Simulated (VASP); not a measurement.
# CoW3 (Cmmm) in VASP: notebook

The runs below take CoW3 through single point, with PBEsol.

Everything below comes from runs of VASP 6.6.1. Logs are shortened: lines on timing, memory, paths and dates and some standing lists are left out, and cuts for length are marked.

## (1) The cell of the first run

The structure is orthorhombic, space group Cmmm (No. 65). Conventional cell: a = 5.415 Å, b = 5.497 Å, c = 3.858 Å, α = 90.00°, β = 90.00°, γ = 90.00°. Co (site symmetry mmm) has 12 W at 2.71 to 2.75 Å within 3.6 Å. W (site symmetry mmm) has 4 Co at 2.71 to 2.75 Å and 8 W at 2.73 Å within 3.6 Å. Within 3.6 Å of W (site symmetry 2/m) lie 8 W at 2.71 to 2.75 Å and 4 Co at 2.73 Å.

## (2) Single point, PBEsol (strain +0.0150 x Voigt [0, 0, 0, 1, 0, 0])

Input file INCAR:

```
SYSTEM = CoW3
  PREC = Accurate
  ENCUT = 520
  EDIFF = 1E-6
  ISMEAR = 0
  SIGMA = 0.15
  LREAL = .FALSE.
  LASPH = .TRUE.
  NELM = 60
  ALGO = Fast
  ISIF = 2
  LWAVE = .FALSE.
  LCHARG = .FALSE.
  GGA = PS
  NBANDS = 34
```

Input file KPOINTS:

```
regular mesh
0
G
  12 12 12
  0 0 0
```

Input file POSCAR:

```
CoW3
1.0
    3.8582449849      0.0000000000      0.0000000000
    0.0000000000      3.8582449849      0.0289368374
    0.0000000000      0.0289368374      3.8582449849
Co W
1 3
Direct
    0.0000000000      0.0000000000      0.0000000000
    0.0000000000      0.5000000000      0.5000000000
    0.5000000000      0.0000000000      0.5000000000
    0.5000000000      0.5000000000      0.0000000000
```

Potentials or basis: VASP PAW PBE potentials, release 64 (Co, W_sv).

The run is started by

```sh
$ cat potpaw_PBE.64/Co/POTCAR potpaw_PBE.64/W_sv/POTCAR > POTCAR
$ mpirun -np 1 vasp_std > vasp.out
```

OUTCAR:

```text
SYSTEM = CoW3
   PREC = Accurate
   ENCUT = 520
   EDIFF = 1E-6
   ISMEAR = 0
   LREAL = .FALSE.
   LASPH = .TRUE.
   NELM = 60
   ISIF = 2
   GGA = PS

 ion  position               nearest neighbor table
   1  0.000  0.000  0.000-   2 2.71   2 2.71   3 2.73   3 2.73   4 2.73   4 2.73   3 2.73   4 2.73
                             3 2.73   4 2.73   2 2.75   2 2.75
   2  0.000  0.500  0.500-   1 2.71   1 2.71   3 2.73   4 2.73   4 2.73   3 2.73   3 2.73   4 2.73
                             4 2.73   3 2.73   1 2.75   1 2.75
   3  0.500  0.000  0.500-   4 2.71   4 2.71   1 2.73   1 2.73   2 2.73   2 2.73   1 2.73   2 2.73
                             1 2.73   2 2.73   4 2.75   4 2.75
   4  0.500  0.500  0.000-   3 2.71   3 2.71   2 2.73   1 2.73   1 2.73   2 2.73   1 2.73   2 2.73
                             2 2.73   1 2.73   3 2.75   3 2.75

  LATTYP: Found a base centered orthorhombic cell.
 ALAT       =     5.4154595167
 B/A-ratio  =     1.0151133501
 C/A-ratio  =     0.7124501574

  Lattice vectors:

 A1 = (   0.0000000000,  -0.0289368374,  -3.8582449849)
 A2 = (   0.0000000000,   3.8582449849,   0.0289368374)
 A3 = (   3.8582449849,   0.0000000000,   0.0000000000)

Analysis of symmetry for initial positions (statically):
=====================================================================
 Subroutine PRICEL returns:
 Original cell was already a primitive cell.

 Routine SETGRP: Setting up the symmetry group for a
 base centered orthorhombic supercell.

 Subroutine GETGRP returns: Found  8 space group operations
 (whereof  8 operations were pure point group operations)
 out of a pool of  8 trial point group operations.

The static configuration has the point symmetry D_2h.

Analysis of symmetry for dynamics (positions and initial velocities):
=====================================================================
 Subroutine PRICEL returns:
 Original cell was already a primitive cell.

 Routine SETGRP: Setting up the symmetry group for a
 base centered orthorhombic supercell.

 Subroutine GETGRP returns: Found  8 space group operations
 (whereof  8 operations were pure point group operations)
 out of a pool of  8 trial point group operations.

The dynamic configuration has the point symmetry D_2h.

 Subroutine INISYM returns: Found  8 space group operations
 (whereof  8 operations are pure point group operations),
 and found     1 'primitive' translations

----------------------------------------------------------------------------------------

                                     Primitive cell

  volume of cell :      57.4308

[... 95 lines left out ...]
   NSW    =      0    number of steps for IOM
   IBRION =     -1    ionic relax: 0-MD 1-quasi-New 2-CG
   NFREE  =      0    steps in history (QN), initial steepest desc. (CG)
   ISIF   =      2    stress and relaxation
   ISYM   =      2    0-nonsym 1-usesym 2-fastsym
   POTIM  = 0.5000    time-step for ionic-motion
   TEBEG  =    0.0;   TEEND  =   0.0 temperature during run
   PSTRESS=    0.0 pullay stress
   NELECT =      51.0000    total number of electrons
   NUPDOWN=      -1.0000    fix difference up-down
   EMIN   =  10.00;   EMAX   =-10.00  energy-range for DOS
   EFERMI =   0.00;   METHOD = LEGACY
   ISMEAR =     0;   SIGMA  =   0.15  broadening in eV -4-tet -1-fermi 0-gaus
   EFERMI_NEDOS =   21; number of points for ismear=-14 and -15
   IALGO  =     68    algorithm
   IMIX   =      4    mixing-type and parameters
     AMIX     =   0.40;   BMIX     =  1.00
     AMIX_MAG =   1.60;   BMIX_MAG =  1.00
  volume/ion in A,a.u.               =      14.36        96.89
  Fermi-wavevector in a.u.,A,eV,Ry     =   1.573560  2.973597 33.689253  2.476090
  Thomas-Fermi vector in A             =   2.674826
   LORBIT       =      0    0 simple, 1 ext, 2 COOP (PROOUT), +10 PAW based schemes
   GGA     = PS    functional components
   LHFCALC =     F    Hartree Fock is set to
   AEXX    =    0.0000 exact exchange contribution
   IVDW    =     0    specifies the selected vdW correction
   LEPSILON=     F    determine dielectric tensor
   LRPA    =     F    only Hartree local field effects (RPA)
 non-spin polarized calculation
 RMM-DIIS sequential band-by-band and
 Gauss-broadening in eV      SIGMA  =   0.15
  energy-cutoff  :      520.00
  volume of cell :       57.43
 maximum number of plane-waves:      1563
 NGX is ok and might be reduce to    30
   NGX = 15   NGY = 15   NGZ = 15

 number of electron      51.0000020 magnetization

 Free energy of the ion-electron system (eV)
  ---------------------------------------------------
  ext. energy  EPLUGINS =         0.00000000
  ---------------------------------------------------
  free energy    TOTEN  =       -48.15027941 eV

  energy without entropy =      -48.09768043  energy(sigma->0) =      -48.12397992

 E-fermi :  10.8121     XC(G=0): -13.8115

 val. band max:       10.8120731655   @ k =   0.0833   0.5000   0.1667
 cond. band min:      10.8136142278   @ k =   0.2500   0.2500   0.1667
 fundamental gap:      0.0015410623
 Fermi energy:        10.8120854186

 k-point     1 :       0.0000    0.0000    0.0000
  band No.  band energies     occupation
      1     -62.7813      2.00000
      2     -62.5926      2.00000
      3     -62.5918      2.00000
      4     -27.5648      2.00000
      5     -27.5359      2.00000
      6     -27.5086      2.00000
[... 877 lines left out ...]
     33      15.3975      0.00000
     34      16.4956      0.00000

 [... further k-points ...]

------------------------ aborting loop because EDIFF is reached ----------------------------------------

  FORCE on cell =-STRESS in cart. coord.  units (eV):
  Direction    XX          YY          ZZ          XY          YZ          ZX
  --------------------------------------------------------------------------------------
  -------------------------------------------------------------------------------------
  Total        0.2743548      0.2909967      0.2909967      0.0000000     -0.7023832      0.0000000
  in kB        7.6538192      8.1180852      8.1180852      0.0000000    -19.5947489      0.0000000
  external PRESSURE =       7.9633299 kB  Pullay stress =       0.0000000 kB

 VOLUME and BASIS-vectors are now :
 -----------------------------------------------------------------------------
  energy-cutoff  :      520.00
  volume of cell :       57.43
      direct lattice vectors                 reciprocal lattice vectors
     3.858244985  0.000000000  0.000000000     0.259185201  0.000000000  0.000000000
     0.000000000  3.858244985  0.028936837     0.000000000  0.259199780 -0.001943998
     0.000000000  0.028936837  3.858244985     0.000000000 -0.001943998  0.259199780

 POSITION                                       TOTAL-FORCE (eV/Angst)
 -----------------------------------------------------------------------------------
      0.00000      0.00000      0.00000         0.000000     -0.000000      0.000000
      0.00000      1.94359      1.94359         0.000000      0.000000      0.000000
      1.92912      0.01447      1.92912         0.000000     -0.000000      0.000000
      1.92912      1.92912      0.01447         0.000000      0.000000      0.000000
 -----------------------------------------------------------------------------------
    total drift:                                0.000000      0.000000     -0.000000

  FREE ENERGIE OF THE ION-ELECTRON SYSTEM (eV)
  ---------------------------------------------------
  free  energy   TOTEN  =       -48.1502794064 eV

  energy  without entropy=      -48.0976804297  energy(sigma->0) =      -48.12397992
```

OSZICAR:

```text
N       E                     dE             d eps       ncg     rms          rms(c)
DAV:   1     0.596996835842E+03    0.59700E+03   -0.27775E+04 20692   0.179E+03
DAV:   2    -0.168649928541E+02   -0.61386E+03   -0.59607E+03 21136   0.543E+02
DAV:   3    -0.511813755205E+02   -0.34316E+02   -0.31844E+02 23684   0.129E+02
[... 11 lines left out ...]
RMM:  15    -0.481504727382E+02    0.46015E-03   -0.77537E-04 27806   0.148E-01    0.244E-01
RMM:  16    -0.481502823559E+02    0.19038E-03   -0.40576E-04 24927   0.136E-01    0.567E-02
RMM:  17    -0.481502776558E+02    0.47000E-05   -0.10709E-04 29254   0.518E-02    0.133E-02
RMM:  18    -0.481502792739E+02   -0.16180E-05   -0.19115E-05 28530   0.245E-02    0.880E-03
RMM:  19    -0.481502794064E+02   -0.13253E-06   -0.28358E-06 17039   0.114E-02
   1 F= -.48150279E+02 E0= -.48123980E+02  d E =-.525990E-01
```

stdout:

```text
POSCAR found type information on POSCAR CoW
 POSCAR found :  2 types and       4 ions
 scaLAPACK will be used
 -----------------------------------------------------------------------------
|                                                                             |
|                                                                             |
|     You enforced a specific xc type in the INCAR file but a different       |
|     I HOPE YOU KNOW WHAT YOU ARE DOING!                                     |
|                                                                             |
 -----------------------------------------------------------------------------

 LDA part: xc-table for (Slater+PW92), standard interpolation
 POSCAR, INCAR and KPOINTS ok, starting setup
 FFT: planning ... GRIDC
 FFT: planning ... GRID_SOFT
 FFT: planning ... GRID
 WAVECAR not read
 entering main loop
WARNING in EDDRMM: call to ZHEGV failed, returncode =   8  4     34
```

Wall time 5.9 min (1 thread of AMD EPYC 9R45 (Zen 5), shared host); peak memory 0.51 GiB.

Results:

```yaml
Free_energy: -48.1503 eV
Pressure: 0.8 GPa
Band_gap_on_the_k_mesh: zero (an odd number of electrons rules out a gap without spin polarisation)
```

Caveat: the cell differs from its parent crystal (strain +0.0150 x Voigt [0, 0, 0, 1, 0, 0]); the PAW data sets were made with another functional, which shifts forces and pressure a little; spin-orbit coupling is left out, which moves the levels of the heavy elements; the run has no spin polarisation, though such a crystal can be magnetic.

## (3) Single point, PBEsol (strain +0.0050 x Voigt [0, 0, 0, 1, 0, 0])

Input file INCAR:

```
SYSTEM = CoW3
ALGO = Fast
EDIFF = 1E-6
ENCUT = 520
GGA = PS
ISIF = 2
ISMEAR = 0
LASPH = .TRUE.
LCHARG = .FALSE.
LREAL = .FALSE.
LWAVE = .FALSE.
NBANDS = 34
NELM = 100
PREC = Accurate
SIGMA = 0.15
```

Input file KPOINTS:

```
k-points
0
G
  12 12 12
  0 0 0
```

POSCAR: that of step 2 with these lines changed.

```diff
@@ -3,4 +3,4 @@
     3.8582449849      0.0000000000      0.0000000000
-    0.0000000000      3.8582449849      0.0289368374
-    0.0000000000      0.0289368374      3.8582449849
+    0.0000000000      3.8582449849      0.0096456125
+    0.0000000000      0.0096456125      3.8582449849
 Co W
```

Potentials or basis: VASP PAW PBE potentials, release 64 (Co, W_sv).

The run is started by

```sh
$ cat potpaw_PBE.64/Co/POTCAR potpaw_PBE.64/W_sv/POTCAR > POTCAR
$ mpirun -np 1 vasp_std > vasp.out
```

Wall time 5.3 min (1 thread of AMD EPYC 9R45 (Zen 5), shared host); peak memory 0.52 GiB.

It converged, with:

- Free energy: -48.1550 eV
- Pressure: 0.7 GPa
- Band gap on the k mesh: zero (an odd number of electrons rules out a gap without spin polarisation)

Stress tensor (GPa, compression positive):
```
 0.67  0.00  0.00
 0.00  0.68 -0.65
 0.00 -0.65  0.68
```

Levels at points of the mesh, in eV from the Fermi level:
| k point | band 23 | band 24 | band 25 | band 26 | band 27 | band 28 |
| --- | --- | --- | --- | --- | --- | --- |
| (0.00, 0.00, 0.00) | 0.42 | 0.42 | 2.99 | 3.01 | 3.03 | 3.18 |
| (0.50, 0.00, 0.00) | -1.06 | 0.06 | 0.24 | 0.28 | 0.66 | 1.01 |
| (0.00, 0.50, 0.00) | -1.06 | 0.06 | 0.26 | 0.26 | 0.66 | 1.01 |
| (0.50, 0.50, 0.00) | -2.04 | -1.85 | -0.98 | 0.59 | 0.59 | 1.02 |
| (0.00, 0.50, 0.50) | -2.03 | -1.85 | -0.98 | 0.58 | 0.61 | 0.96 |
| (0.50, 0.50, 0.50) | -0.86 | -0.82 | 0.51 | 0.53 | 0.56 | 1.28 |

Caveat: the cell differs from its parent crystal (strain +0.0050 x Voigt [0, 0, 0, 1, 0, 0]); the PAW data sets were made with another functional, which shifts forces and pressure a little; spin-orbit coupling is left out, which moves the levels of the heavy elements; the run has no spin polarisation, though such a crystal can be magnetic.
